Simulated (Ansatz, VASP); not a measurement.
One calculation of Si62P, two programs

```xyz
63
Lattice="10.8600 0.0000 0.0000 0.0000 10.8600 0.0000 0.0000 0.0000 10.8600" Properties=species:S:1:pos:R:3 pbc="T T T"
Si    5.4867    0.0065   -0.0283
Si    6.7831    1.4046    1.3557
Si    8.1684    2.7430   -0.0008
Si    9.5465    4.0640    1.4056
Si    8.1036   -0.0206    2.7105
Si    9.4578    1.2899    4.1146
Si    0.0386   -0.0247    0.0045
Si    1.3591    1.3590    1.3551
Si    2.7498    2.6661   -0.0349
Si    3.9963    4.1061    1.3301
Si    5.3975    5.4614    0.0074
Si    6.7936    6.7819    1.3566
Si    8.1920    8.1177    0.0129
Si    9.5207    9.4983    1.3678
Si    2.7104   -0.0249    2.6753
Si    4.0601    1.3457    4.0530
Si    5.3819    2.7506    2.7144
Si    6.7592    4.0788    4.0763
Si    8.1363    5.4141    2.7219
Si    9.4885    6.7664    4.0864
Si    5.4364   -0.0013    5.4101
Si    6.7903    1.3578    6.7847
Si    8.1332    2.7198    5.4411
Si    9.4967    4.0782    6.8160
Si    8.1651   -0.0019    8.1379
Si    9.5206    1.3456    9.5148
Si    0.2798    5.4418    0.3466
Si    4.0742    9.5094    1.2613
Si   -0.0468    2.6312    2.7598
Si    1.3065    4.0651    4.0263
Si    2.3621    5.4465    2.4314
Si    3.8892    6.7374    3.8942
Si    5.3614    8.1098    2.6645
Si    6.7453    9.4641    4.0457
Si    0.0021   -0.0201    5.4695
Si    1.3570    1.4050    6.7886
Si    2.7147    2.7437    5.4033
Si    4.0628    4.1034    6.7864
Si    5.3591    5.4540    5.3707
Si    6.7844    6.7942    6.7884
Si    8.1377    8.1462    5.4357
Si    9.5282    9.4634    6.8275
Si    2.7407    0.0070    8.0868
Si    4.1154    1.3299    9.4580
Si    5.4422    2.7358    8.1303
Si    6.7857    4.1026    9.5107
Si    8.2008    5.4538    8.2142
Si    9.6777    6.7366    9.6837
Si   -0.0399    8.1376    2.7571
Si    1.3475    9.4998    4.0554
Si   -0.0086    5.4134    5.4394
Si    1.3581    6.7822    6.7805
Si    2.7028    8.1183    5.3827
Si    4.0830    9.4843    6.7365
Si   -0.0004    2.7487    8.1919
Si    1.3845    4.1031    9.5762
Si    2.7065    5.4606    8.1765
Si    4.0552    6.8713    9.5188
Si    5.4379    8.1644    8.1371
Si    6.8394    9.4837    9.4918
Si    0.0480    8.1084    8.2121
Si    1.4507    9.5091    9.4992
P     2.7068    8.1625    0.0067
```

Alike in both runs: functional PBE; k mesh 1 × 1 × 1; occupations gaussian, width 0.05 eV; collinear spin.

Ansatz relaxed the structure, and its values are those at the end. VASP's run is a single point on that final structure, the one shown.

|  | VASP | Ansatz |
| --- | --- | --- |
| version | VASP 6.6.1 | Ansatz 0.2.0 |
| potentials or method | VASP PAW PBE potentials, release 64 (Si, P), cutoff 520 eV | scalar-relativistic, plane waves, PAW |
| valence electrons in the cell | 253 | 253 |

Ansatz gave:

* rms of the force components (eV/Å): 0.003
* net moment per atom (μB): 0.02
* size of the moment on the site where the two differ most (μB): 0.15

Problem. Which values does VASP return?

Solution. rms of the force components (eV/Å): 0.004; net moment per atom (μB): 0.02; size of the moment on the site where the two differ most (μB): 0.16.

Site moments also hang on the region over which each program counts them.
